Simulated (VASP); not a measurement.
# Ta3N (P-62m) in VASP: further runs

Runs on Ta3N. Level: PBE. Tasks: relaxation of cell and atoms, single point.

All numbers are computed with VASP 6.6.1; they aren't measurements. Logs are shortened: lines on timing, memory, paths and dates and some standing lists are left out, and cuts for length are marked.

### 1 The cell of the first run

The structure is hexagonal, space group P-62m (No. 189). Conventional cell: a = 5.336 Å, b = 5.336 Å, c = 2.922 Å, α = 90.00°, β = 90.00°, γ = 120.00°. Ta (site symmetry m2m) has 1 N at 1.93 Å within 2.6 Å. Within 2.6 Å of N (site symmetry -62m) lie 3 Ta at 1.93 Å.

The cell was built from a structure type or drawn by symmetry, and may not be a known phase.

### 2 Relaxation of cell and atoms, PBE

The input, INCAR:

```
ALGO     = Normal         # electronic algorithm
EDIFF    = 1E-7           # SCF threshold, eV
EDIFFG   = -0.04          # ionic threshold
ENCUT    = 600            # plane-wave cutoff, eV
GGA      = PE             # functional
IBRION   = 2              # ionic algorithm
ISIF     = 3              # what is computed and relaxed
ISMEAR   = 0              # smearing method
LASPH    = True           # aspherical terms in the spheres
LCHARG   = False          # write CHGCAR
LREAL    = False          # projectors in reciprocal space
LWAVE    = False          # write WAVECAR
NELM     = 60             # most SCF steps
NSW      = 90             # ionic steps
PREC     = Accurate       # precision mode
SIGMA    = 0.1            # smearing width, eV
```

The input, KPOINTS:

```
k-points
0
Gamma
  6 6 6
```

The input, POSCAR:

```
Ta3N
1.0
    5.3356437882      0.0000000000      0.0000000000
   -2.6678218941      4.6208030662      0.0000000000
    0.0000000000      0.0000000000      2.9223652142
Ta N
3 1
Direct
    0.6384299545      0.0000000000      0.5000000000
    0.0000000000      0.6384299545      0.5000000000
    0.3615700455      0.3615700455      0.5000000000
    0.0000000000      0.0000000000      0.5000000000
```

Potentials or basis: VASP PAW PBE potentials, release 64 (Ta_pv, N).

Started as:

```sh
> cat potpaw_PBE.64/Ta_pv/POTCAR potpaw_PBE.64/N/POTCAR > POTCAR
> mpirun -np 1 vasp_std > vasp.out
```

OUTCAR:

```text
EDIFF = 1E-7
   EDIFFG = -0.04
   ENCUT = 600
   GGA = PE
   IBRION = 2
   ISIF = 3
   ISMEAR = 0
   LASPH = True
   LREAL = False
   NELM = 60
   NSW = 90
   PREC = Accurate

 ion  position               nearest neighbor table
   1  0.638  0.000  0.500-   4 1.93   3 2.96   2 2.96   3 2.96   2 2.96   3 3.34   2 3.34
   2  0.000  0.638  0.500-   4 1.93   3 2.96   3 2.96   1 2.96   1 2.96   1 3.34   3 3.34
   3  0.362  0.362  0.500-   4 1.93   2 2.96   2 2.96   1 2.96   1 2.96   1 3.34   2 3.34
   4  0.000  0.000  0.500-   1 1.93   2 1.93   3 1.93

  LATTYP: Found a hexagonal cell.
 ALAT       =     5.3356437882
 C/A-ratio  =     0.5477062057

  Lattice vectors:

 A1 = (   5.3356437882,   0.0000000000,   0.0000000000)
 A2 = (  -2.6678218941,   4.6208030662,   0.0000000000)
 A3 = (   0.0000000000,   0.0000000000,   2.9223652142)

Analysis of symmetry for initial positions (statically):
=====================================================================
 Subroutine PRICEL returns:
 Original cell was already a primitive cell.

 Routine SETGRP: Setting up the symmetry group for a
 hexagonal supercell.

 Subroutine GETGRP returns: Found 12 space group operations
 (whereof 12 operations were pure point group operations)
 out of a pool of 24 trial point group operations.

The static configuration has the point symmetry D_3h.

Analysis of symmetry for dynamics (positions and initial velocities):
=====================================================================
 Subroutine PRICEL returns:
 Original cell was already a primitive cell.

 Routine SETGRP: Setting up the symmetry group for a
 hexagonal supercell.

 Subroutine GETGRP returns: Found 12 space group operations
 (whereof 12 operations were pure point group operations)
 out of a pool of 24 trial point group operations.

The dynamic configuration has the point symmetry D_3h.

 Subroutine INISYM returns: Found 12 space group operations
 (whereof 12 operations are pure point group operations),
 and found     1 'primitive' translations

----------------------------------------------------------------------------------------

                                     Primitive cell

  volume of cell :      72.0508

  direct lattice vectors                    reciprocal lattice vectors
     5.335643788  0.000000000  0.000000000     0.187418808  0.108206299  0.000000000
    -2.667821894  4.620803066  0.000000000     0.000000000  0.216412599  0.000000000
     0.000000000  0.000000000  2.922365214     0.000000000  0.000000000  0.342188579

  length of vectors
     5.335643788  5.335643788  2.922365214     0.216412599  0.216412599  0.342188579

  position of ions in fractional coordinates (direct lattice)
     0.638429954  0.000000000  0.500000000
     0.000000000  0.638429954  0.500000000
     0.361570046  0.361570046  0.500000000
     0.000000000  0.000000000  0.500000000

  ion indices of the primitive-cell ions
   primitive index   ion index
                 1           1
                 2           2
                 3           3
                 4           4

----------------------------------------------------------------------------------------

 KPOINTS: k-points

Automatic generation of k-mesh.
 Grid dimensions read from file:
 generate k-points for:    6    6    6

 Generating k-lattice:

  Cartesian coordinates                     Fractional coordinates (reciprocal lattice)
     0.031236468  0.018034383  0.000000000     0.166666667  0.000000000  0.000000000
     0.000000000  0.036068766  0.000000000     0.000000000  0.166666667  0.000000000
     0.000000000  0.000000000  0.057031430     0.000000000  0.000000000  0.166666667

  Length of vectors
     0.036068766  0.036068766  0.057031430

  Shift w.r.t. Gamma in fractional coordinates (k-lattice)
     0.000000000  0.000000000  0.000000000

 Subroutine IBZKPT returns following result:
 ===========================================

 Found     28 irreducible k-points:

 Following reciprocal coordinates:
            Coordinates               Weight
  0.000000  0.000000  0.000000      1.000000
  0.166667 -0.000000  0.000000      6.000000
  0.333333 -0.000000  0.000000      6.000000
  0.500000 -0.000000  0.000000      3.000000
  0.166667  0.166667  0.000000      6.000000
  0.333333  0.166667  0.000000     12.000000
[... 16 lines left out ...]
  0.166667 -0.000000  0.500000      6.000000
  0.333333 -0.000000  0.500000      6.000000
 [... further k-points ...]
   k-points           NKPTS =     28   k-points in BZ     NKDIM =     28   number of bands    NBANDS=     23
   number of dos      NEDOS =    301   number of ions     NIONS =      4
   total plane-waves  NPLWV =  55296
   dimension x,y,z NGX =    48 NGY =   48 NGZ =   24
   dimension x,y,z NGXF=    96 NGYF=   96 NGZF=   48
   ions per type =               3   1
   NGX,Y,Z   is equivalent  to a cutoff of  14.96, 14.96, 13.65 a.u.
   NGXF,Y,Z  is equivalent  to a cutoff of  29.91, 29.91, 27.31 a.u.
 SYSTEM =  unknown system
   PREC   = accura    normal or accurate (medium, high low for compatibility)
   ISTART =      0    job   : 0-new  1-cont  2-samecut
   ICHARG =      2    charge: 1-file 2-atom 10-const
   ISPIN  =      1    spin polarized calculation?
   LNONCOLLINEAR =      F non collinear calculations
   LSORBIT =      F    spin-orbit coupling
   LASPH  =      T    aspherical Exc in radial PAW
   ENCUT  =  600.0 eV  44.10 Ry    6.64 a.u.  10.66 10.66  5.84*2*pi/ulx,y,z
   NELM   =     60;   NELMIN=  2; NELMDL= -5     # of ELM steps
   EDIFF  = 0.1E-06   stopping-criterion for ELM
   LREAL  =      F    real-space projection
   EDIFFG = -.4E-01   stopping-criterion for IOM
   NSW    =     90    number of steps for IOM
   IBRION =      2    ionic relax: 0-MD 1-quasi-New 2-CG
   NFREE  =      1    steps in history (QN), initial steepest desc. (CG)
   ISIF   =      3    stress and relaxation
   ISYM   =      2    0-nonsym 1-usesym 2-fastsym
   POTIM  = 0.5000    time-step for ionic-motion
   TEBEG  =    0.0;   TEEND  =   0.0 temperature during run
   PSTRESS=    0.0 pullay stress
   NELECT =      38.0000    total number of electrons
   NUPDOWN=      -1.0000    fix difference up-down
   EMIN   =  10.00;   EMAX   =-10.00  energy-range for DOS
   EFERMI =   0.00;   METHOD = LEGACY
   ISMEAR =     0;   SIGMA  =   0.10  broadening in eV -4-tet -1-fermi 0-gaus
   EFERMI_NEDOS =   21; number of points for ismear=-14 and -15
   IALGO  =     38    algorithm
   IMIX   =      4    mixing-type and parameters
     AMIX     =   0.40;   BMIX     =  1.00
     AMIX_MAG =   1.60;   BMIX_MAG =  1.00
  volume/ion in A,a.u.               =      18.01       121.56
  Fermi-wavevector in a.u.,A,eV,Ry     =   1.322685  2.499512 23.803334  1.749496
  Thomas-Fermi vector in A             =   2.452348
   LORBIT       =      0    0 simple, 1 ext, 2 COOP (PROOUT), +10 PAW based schemes
   GGA     = PE    functional components
   LHFCALC =     F    Hartree Fock is set to
   AEXX    =    0.0000 exact exchange contribution
   IVDW    =     0    specifies the selected vdW correction
   LEPSILON=     F    determine dielectric tensor
   LRPA    =     F    only Hartree local field effects (RPA)
 conjugate gradient relaxation of ions
 non-spin polarized calculation
 Gauss-broadening in eV      SIGMA  =   0.10
  energy-cutoff  :      600.00
  volume of cell :       72.05
 maximum number of plane-waves:      2436
 NGX is ok and might be reduce to    48
   NGX = 21   NGY = 21   NGZ = 11

--------------------------------------- Ionic step        1  -------------------------------------------

 number of electron      38.0000002 magnetization

 Free energy of the ion-electron system (eV)
  ---------------------------------------------------
  ext. energy  EPLUGINS =         0.00000000
  ---------------------------------------------------
  free energy    TOTEN  =       -42.40771456 eV

  energy without entropy =      -42.39265361  energy(sigma->0) =      -42.40018409

------------------------ aborting loop because EDIFF is reached ----------------------------------------

  FORCE on cell =-STRESS in cart. coord.  units (eV):
  Direction    XX          YY          ZZ          XY          YZ          ZX
  --------------------------------------------------------------------------------------
  -------------------------------------------------------------------------------------
  Total        1.2016190      1.2016190     -2.8615746      0.0000000      0.0000000     -0.0000000
  in kB       26.7201315     26.7201315    -63.6321902      0.0000000      0.0000000     -0.0000000
  external PRESSURE =      -3.3973091 kB  Pullay stress =       0.0000000 kB

 VOLUME and BASIS-vectors are now :
 -----------------------------------------------------------------------------
  energy-cutoff  :      600.00
  volume of cell :       72.05
      direct lattice vectors                 reciprocal lattice vectors
     5.335643788  0.000000000  0.000000000     0.187418808  0.108206299  0.000000000
    -2.667821894  4.620803066  0.000000000     0.000000000  0.216412599  0.000000000
     0.000000000  0.000000000  2.922365214     0.000000000  0.000000000  0.342188579
[... 115 lines left out ...]
 POSITION                                       TOTAL-FORCE (eV/Angst)
 -----------------------------------------------------------------------------------
      0.76262      4.63677      1.40555        -0.504628     -0.000000      0.000000
     -1.71983      2.97883      1.40555         0.252314     -0.437021     -0.000000
      0.95721      1.65794      1.40555         0.252314      0.437021      0.000000
      2.67704      4.63677      1.40555        -0.000000     -0.000000      0.000000
 -----------------------------------------------------------------------------------
    total drift:                               -0.000001     -0.000001      0.000000

  FREE ENERGIE OF THE ION-ELECTRON SYSTEM (eV)
  ---------------------------------------------------
  free  energy   TOTEN  =       -42.4404803435 eV

  energy  without entropy=      -42.4288911524  energy(sigma->0) =      -42.43468575

--------------------------------------- Ionic step        5  -------------------------------------------

 number of electron      37.9999997 magnetization

 Free energy of the ion-electron system (eV)
  ---------------------------------------------------
  ext. energy  EPLUGINS =         0.00000000
  ---------------------------------------------------
  free energy    TOTEN  =       -42.46298516 eV

  energy without entropy =      -42.44884519  energy(sigma->0) =      -42.45591518

 E-fermi :   4.7350     XC(G=0): -11.6638

 val. band max:        4.7243112507   @ k =   0.5000  -0.0000   0.5000
 cond. band min:       4.7431444085   @ k =   0.3333   0.1667   0.0000
 fundamental gap:      0.0188331578
 Fermi energy:         4.7349836143

 k-point     1 :       0.0000    0.0000    0.0000
  band No.  band energies     occupation
      1     -29.9511      2.00000
      2     -29.9310      2.00000
      3     -29.9310      2.00000
      4     -29.8682      2.00000
      5     -29.3695      2.00000
      6     -29.3695      2.00000
[... 15 lines left out ...]
     22       6.2208      0.00000
     23       7.3738      0.00000
[... 575 lines left out ...]
      1     -30.0481      2.00000
      2     -29.9893      2.00000
      3     -29.9864      2.00000
      4     -29.9707      2.00000
      5     -29.8527      2.00000
      6     -29.7007      2.00000
[... 15 lines left out ...]
     22       6.5192      0.00000
     23       7.5481      0.00000

 [... further k-points ...]
[... 5 lines left out ...]
  --------------------------------------------------------------------------------------
  -------------------------------------------------------------------------------------
  Total        0.0502845      0.0502845      0.0503399     -0.0000000      0.0000000     -0.0000000
  in kB        1.1333796      1.1333796      1.1346276     -0.0000000      0.0000000     -0.0000000
  external PRESSURE =       1.1337956 kB  Pullay stress =       0.0000000 kB

 VOLUME and BASIS-vectors are now :
 -----------------------------------------------------------------------------
  energy-cutoff  :      600.00
  volume of cell :       71.08
      direct lattice vectors                 reciprocal lattice vectors
     5.378516563  0.000000000 -0.000000000     0.185924871  0.107343775 -0.000000000
    -2.689258282  4.657931979  0.000000000    -0.000000000  0.214687549 -0.000000000
    -0.000000000  0.000000000  2.837355891     0.000000000 -0.000000000  0.352440807

 POSITION                                       TOTAL-FORCE (eV/Angst)
 -----------------------------------------------------------------------------------
      3.44541      0.00000      1.41868         0.034299      0.000000     -0.000000
      3.65581      2.98381      1.41868        -0.017150      0.029704      0.000000
      0.96656      1.67412      1.41868        -0.017150     -0.029704      0.000000
     -0.00000      0.00000      1.41868         0.000000     -0.000000     -0.000000
 -----------------------------------------------------------------------------------
    total drift:                               -0.000001     -0.000002      0.000000

  FREE ENERGIE OF THE ION-ELECTRON SYSTEM (eV)
  ---------------------------------------------------
  free  energy   TOTEN  =       -42.4629851637 eV

  energy  without entropy=      -42.4488451919  energy(sigma->0) =      -42.45591518

 reached required accuracy - stopping structural energy minimisation
```

It took 6.5 min on 1 thread of Intel Xeon 8259CL, shared host; peak memory 0.25 GiB.

What came out:

| Property | Result |
| --- | --- |
| Free energy | -42.4630 eV |
| Relaxed volume | 17.77 Å³/atom |
| Relaxed cell | a = 5.379 Å, b = 5.379 Å, c = 2.837 Å, α = 90.00°, β = 90.00°, γ = 120.00° |
| Space group after relaxing (to 0.1 Å) | P-62m (No. 189) |
| Energy gained by relaxing | 13.8 meV/atom |
| Ionic steps | 5 |
| Pressure after relaxing | 0.1 GPa |
| Largest force after relaxing | 0.034 eV/Å |
| Band gap on the k mesh | zero (bands 19 and 20 overlap by 2.38 eV) |

Forces in eV/Å, atoms in the order of the input:
```
Ta   0.034  0.000  0.000
Ta  -0.017  0.030  0.000
Ta  -0.017 -0.030  0.000
N    0.000  0.000  0.000
```

The path:
```csv
step,energy change (eV),largest force (eV/Å),pressure (GPa),volume (Å³)
1,0.0000,0.1929,-0.34,72.05
2,-0.0418,0.3276,-2.04,71.60
3,-0.0498,0.2827,-1.72,71.74
4,-0.0328,0.5046,4.07,69.79
5,-0.0553,0.0343,0.11,71.08
```

Final structure:
```xyz
4
Lattice="5.3785 0.0000 0.0000 -2.6893 4.6579 0.0000 0.0000 0.0000 2.8374" Properties=species:S:1:pos:R:3 pbc="T T T"
Ta    3.4454    0.0000    1.4187
Ta    3.6558    2.9838    1.4187
Ta    0.9666    1.6741    1.4187
N     0.0000    0.0000    1.4187
```

Levels at points of the mesh, in eV from the Fermi level:
| k point | band 16 | band 17 | band 18 | band 19 | band 20 | band 21 | band 22 | band 23 |
| --- | --- | --- | --- | --- | --- | --- | --- | --- |
| (0.00, 0.00, 0.00) | -2.32 | -1.97 | -1.54 | -1.54 | -1.17 | 1.49 | 1.49 | 2.64 |
| (0.50, 0.00, 0.00) | -2.10 | -1.76 | -1.73 | -1.15 | 0.13 | 1.60 | 2.42 | 2.49 |
| (0.00, 0.00, 0.50) | -2.21 | -2.21 | -0.91 | 0.24 | 0.24 | 0.84 | 1.79 | 1.79 |
| (0.50, 0.00, 0.50) | -1.43 | -1.12 | -0.16 | -0.01 | 0.56 | 0.89 | 2.04 | 2.36 |

Caveat: spin-orbit coupling is left out, which moves the levels of the heavy elements.

### 3 Single point, PBE, collinear spin

This run uses another cell than the first one, of 18.63 Å³/atom.

The input, INCAR:

```
SYSTEM = Ta3N
ALGO     = Normal         ! electronic algorithm
EDIFF    = 1E-7           ! SCF threshold, eV
ENCUT    = 520            ! plane-wave cutoff, eV
GGA      = PE             ! functional
ISIF     = 2              ! what is computed and relaxed
ISMEAR   = 0              ! smearing method
ISPIN    = 2              ! spin polarisation
LASPH    = .True.         ! aspherical terms in the spheres
LCHARG   = .False.        ! write CHGCAR
LMAXMIX  = 4              ! l up to which the mixer works
LORBIT   = 11             ! projections on sites
LREAL    = .False.        ! projectors in reciprocal space
LWAVE    = .False.        ! write WAVECAR
MAGMOM   = 1 1 1 0        ! initial moments
NBANDS   = 31             ! bands
NELM     = 150            ! most SCF steps
PREC     = Accurate       ! precision mode
SIGMA    = 0.1            ! smearing width, eV
```

The input, KPOINTS:

```
k-points
0
Gamma
  6 6 4
  0 0 0
```

The input, POSCAR:

```
Ta3N
1.0
    4.3954805500      0.0000000000      0.0000000000
   -2.1977402800      3.8065978200      0.0000000000
    0.0000000000      0.0000000000      4.4540668900
Ta N
3 1
Direct
    0.6309387800      0.0000000000      0.5000000000
    0.0000000000      0.6309387800      0.5000000000
    0.3690612200      0.3690612200      0.5000000000
    0.0000000000      0.0000000000      0.5000000000
```

Potentials or basis: VASP PAW PBE potentials, release 64 (Ta_pv, N).

Started as:

```sh
> cat potpaw_PBE.64/Ta_pv/POTCAR potpaw_PBE.64/N/POTCAR > POTCAR
> mpirun -np 1 vasp_std > vasp.out
```

Run time: 2.4 min. Hardware: 1 thread of Intel Xeon 8259CL, shared host; peak memory 0.28 GiB.

The run converged. Its results:

- Free energy: -27.1226 eV
- Pressure: 111.3 GPa
- Largest force: 12.089 eV/Å
- Band gap on the k mesh: zero (filled and empty bands overlap)
- Net moment: 0.00 μB per cell
- Valence electrons inside the program's atomic spheres: Ta 10.00; N 4.34

Forces in eV/Å, atoms in the order of the input:
```
Ta  -12.089   0.000   0.000
Ta    6.044 -10.469   0.000
Ta    6.044  10.469   0.000
N     0.000   0.000   0.000
```

Stress tensor (GPa, compression positive):
```
168.52   0.00   0.00
  0.00 168.52   0.00
  0.00   0.00  -3.01
```

Levels at points of the mesh, in eV from the Fermi level:
Spin up:
```csv
k point,band 15,band 16,band 17,band 18,band 19,band 20,band 21,band 22,band 23,band 24
"(0.00, 0.00, 0.00)",-2.84,-2.15,-1.37,-1.37,-0.79,-0.79,1.25,2.30,2.30,2.48
"(0.50, 0.00, 0.00)",-3.24,-2.60,-1.68,-1.45,-1.14,1.17,1.52,2.12,3.61,3.84
"(0.00, 0.00, 0.50)",-2.45,-1.68,-1.68,-1.23,-0.92,-0.70,-0.70,1.40,3.11,3.11
"(0.50, 0.00, 0.50)",-3.15,-2.89,-2.09,0.15,0.53,1.77,1.80,2.97,3.42,3.61
```
Spin down:
```tsv
k point	band 16	band 17	band 18	band 19	band 20	band 21	band 22	band 23
(0.00, 0.00, 0.00)	-2.15	-1.37	-1.37	-0.79	-0.79	1.25	2.30	2.30
(0.50, 0.00, 0.00)	-2.60	-1.68	-1.45	-1.14	1.17	1.52	2.12	3.61
(0.00, 0.00, 0.50)	-1.68	-1.68	-1.23	-0.92	-0.70	-0.70	1.40	3.11
(0.50, 0.00, 0.50)	-2.89	-2.09	0.15	0.53	1.77	1.80	2.97	3.42
```

Caveat: the cell stands under pressure; spin-orbit coupling is left out, which moves the levels of the heavy elements; forces of over 1 eV/Å act on the atoms, so gaps and moduli don't describe the material at rest.

(Part 1 of 2 ends here.)
